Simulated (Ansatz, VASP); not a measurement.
TaH5: VASP beside Ansatz

Contents of INCAR:

```
SYSTEM = TaH5
ALGO     = Normal         ! electronic algorithm
EDIFF    = 1E-6           ! SCF threshold, eV
EDIFFG   = -0.01          ! ionic threshold
ENCUT    = 600            ! plane-wave cutoff, eV
GGA      = PE             ! functional
IBRION   = 2              ! ionic algorithm
ISIF     = 3              ! what is computed and relaxed
ISMEAR   = 0              ! smearing method
LASPH    = .True.         ! aspherical terms in the spheres
LCHARG   = .False.        ! write CHGCAR
LREAL    = .False.        ! projectors in reciprocal space
LWAVE    = .False.        ! write WAVECAR
NELM     = 60             ! most SCF steps
NSW      = 100            ! ionic steps
PREC     = Accurate       ! precision mode
SIGMA    = 0.1            ! smearing width, eV
```

Contents of KPOINTS:

```
k-points
0
Gamma
  12 12 12
  0 0 0
```

The input POSCAR:

```
TaH5
1.0
    3.4516926323      0.0000000000      0.0000000000
   -1.7258463162      2.9892535056      0.0000000000
    0.0000000000      0.0000000000      2.9497313860
Ta H
1 5
Direct
    0.0000000000      0.0000000000      0.0000000000
    0.3333333333      0.6666666667      0.0000000000
    0.6666666667      0.3333333333      0.0000000000
    0.5000000000      0.0000000000      0.5000000000
    0.5000000000      0.5000000000      0.5000000000
    0.0000000000      0.5000000000      0.5000000000
```

Input for Ansatz:

```yaml
crystal:
  lattice:
    - [3.4516926323, 0.0, 0.0]
    - [-1.7258463162, 2.9892535056, 0.0]
    - [0.0, 0.0, 2.949731386]
  atoms:
    - { symbol: Ta, position: [0.0, 0.0, 0.0] }
    - { symbol: H, position: [0.3333333333, 0.6666666667, 0.0] }
    - { symbol: H, position: [0.6666666667, 0.3333333333, 0.0] }
    - { symbol: H, position: [0.5, 0.0, 0.5] }
    - { symbol: H, position: [0.5, 0.5, 0.5] }
    - { symbol: H, position: [0.0, 0.5, 0.5] }
basis:
  ecutwfc: 420
kpoints:
  mp_grid: { grid: [12, 12, 12] }
hamiltonian:
  xc: pbe
scf:
  occupations: { method: gaussian, width: 0.1 }
output:
  forces: true
  stress: true
  eigenvalues: true
relax:
  adjacent_minimum: "off"
  f_tol: 0.01
  max_steps: 80
  cell: { stress_tol: 0.05 }
```

Change from the starting cell: species swapped into the YRh5 type (P6/mmm, No. 191).

Alike in both runs: task relaxation of cell and atoms; functional PBE; k mesh 12 × 12 × 12; occupations gaussian, width 0.1 eV; no spin polarisation.

|  | VASP | Ansatz |
| --- | --- | --- |
| version | VASP 6.6.1 | Ansatz 0.2.0 |
| potentials or method | VASP PAW PBE potentials, release 64 (Ta_pv, H), cutoff 600 eV | scalar-relativistic, plane waves, PAW |
| valence electrons in the cell | 16 | 18 |

|  | VASP | Ansatz | Ansatz less VASP |
| --- | --- | --- | --- |
| gap on the k mesh at the Fermi level, each at its own relaxed structure (eV) | none | none | - |
| relaxed volume (Å³/atom) | 5.08 | 5.08 | 0.000 |
| relaxed cell length with the largest relative difference (Å) | 2.996 | 2.996 | -0.0002 |

A gap of «none» marks a metal or a gap that the smearing closes. VASP's potentials hold 16 valence electrons a cell and Ansatz's 18, so a difference there can come from the potentials and not from the codes.

Spin-orbit coupling is off throughout.
